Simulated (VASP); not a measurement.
MgS: single point with PBE

MgS:

```
Mg S
1.0
     3.65252    0.00000    0.00000
    -1.82626    3.16318    0.00000
     0.00000    0.00000   22.21228
Mg S
7 7
Direct
  0.00000 0.00000 0.00598
  0.33333 0.66667 0.14286
  0.66667 0.33333 0.27974
  0.00000 0.00000 0.42164
  0.66667 0.33333 0.56909
  0.00000 0.00000 0.71663
  0.66667 0.33333 0.86408
  0.66667 0.33333 0.07437
  0.00000 0.00000 0.21135
  0.33333 0.66667 0.34837
  0.33333 0.66667 0.49530
  0.33333 0.66667 0.64286
  0.33333 0.66667 0.79042
  0.33333 0.66667 0.93735
```

```yaml
Program: VASP 6.6.1
Task: single point
Functional: PBE
Potentials_or_basis: VASP PAW PBE potentials, release 64 (Mg, S)
Cutoff: 520 eV
k_mesh: 9 × 9 × 2
Occupations: gaussian, width 0.02 eV
Spin: no spin polarisation
```

```json
{
  "Pressure": "-0.2 GPa",
  "Largest force": "0.008 eV/Å",
  "Band gap on the k mesh": "1.83 eV (least direct gap 1.95 eV)"
}
```

Forces on the atoms (eV/Å):
```
Mg   0.000  0.000  0.004
Mg   0.000  0.000  0.000
Mg   0.000  0.000 -0.004
Mg   0.000  0.000 -0.002
Mg   0.000  0.000 -0.001
Mg   0.000  0.000  0.001
Mg   0.000  0.000  0.002
S    0.000  0.000  0.008
S    0.000  0.000 -0.008
S    0.000  0.000 -0.006
S    0.000  0.000 -0.001
S    0.000  0.000  0.000
S    0.000  0.000  0.001
S    0.000  0.000  0.006
```

Levels at points of the mesh, in eV from the valence-band top:
```csv
k point,band 25,band 26,band 27,band 28,band 29,band 30,band 31,band 32
"(0.00, 0.00, 0.00)",-0.17,-0.17,0.00,0.00,2.50,3.36,3.79,4.50
"(0.00, 0.00, 0.50)",-0.13,-0.13,-0.01,-0.01,2.63,3.15,4.07,4.28
```

Run time: 2.7 min on 1 thread of Intel(R) Xeon(R) 6975P-C (Granite Rapids) (shared host), peak memory 0.44 GiB.

Caveat: an odd mesh through Γ misses points on the zone boundary, where band edges can lie.
